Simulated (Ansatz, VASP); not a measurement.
**One calculation of Al12H, two programs**

```xyz
13
Lattice="5.6315 0.0000 0.0000 -2.8157 4.8770 0.0000 0.0000 0.0000 21.6684" Properties=species:S:1:pos:R:3 pbc="T T T"
Al    1.4079    0.8128    4.0000
Al    0.0000    3.2513    4.0000
Al    4.2236    0.8128    4.0000
Al    2.8157    3.2513    4.0000
Al    0.0000    1.6257    6.2849
Al   -1.4079    4.0642    6.2849
Al    2.8157    1.6257    6.2849
Al    1.4079    4.0642    6.2849
Al    0.0000    0.0000    8.5684
Al   -1.4079    2.4385    8.5684
Al    2.8157    0.0000    8.5684
Al    1.4079    2.4385    8.5684
H     0.0000    1.6257   10.7684
```

Alike in both runs: task single point; functional PBE; dispersion D3(BJ); k mesh 6 × 6 × 1; occupations gaussian, width 0.1 eV; no spin polarisation.

```csv
,VASP,Ansatz
version,VASP 6.6.1,Ansatz 0.2.0
potentials or method,"VASP PAW PBE potentials, release 64 (Al, H), cutoff 520 eV","scalar-relativistic, plane waves, PAW"
valence electrons in the cell,37,37
```

|  | VASP | Ansatz | Ansatz less VASP |
| --- | --- | --- | --- |
| gap on the k mesh at the Fermi level (eV) | none | none | - |
| rms of the force components (eV/Å) | 0.287 | 0.287 | +0.0001 |
| work function, face that differs most (eV) | 3.94 | 3.94 | -0.002 |

Atom by atom the forces differ by 0.000 eV/Å (rms over components). A gap of «none» marks a metal or a gap that the smearing closes.
